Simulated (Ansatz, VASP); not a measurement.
ZrN in VASP and in Ansatz

```
CELL_PARAMETERS angstrom
0.00000 2.29737 2.29737
2.29737 0.00000 2.29737
2.29737 2.29737 0.00000
ATOMIC_POSITIONS crystal
Zr 0.50000 0.50000 0.50000
N 0.00000 0.00000 0.00000
```

Alike in both runs: functional PBE; k mesh 16 × 16 × 16; occupations gaussian, width 0.1 eV; no spin polarisation.

Ansatz relaxed the structure, and its values are those at the end. VASP's run is a single point on that final structure, the one shown.

|  | VASP | Ansatz |
| --- | --- | --- |
| version | VASP 6.6.1 | Ansatz 0.2.0 |
| potentials or method | VASP PAW PBE potentials, release 64 (Zr_sv, N), cutoff 520 eV | scalar-relativistic, plane waves, PAW |
| valence electrons in the cell | 17 | 17 |

Ansatz gave:

| Property | Result |
| --- | --- |
| gap on the k mesh at the Fermi level (eV) | none |
| pressure (GPa) | 0.0 |

Problem. Which values does VASP return?

Solution. gap on the k mesh at the Fermi level (eV): none; pressure (GPa): 0.2.

A gap of «none» marks a metal or a gap that the smearing closes.
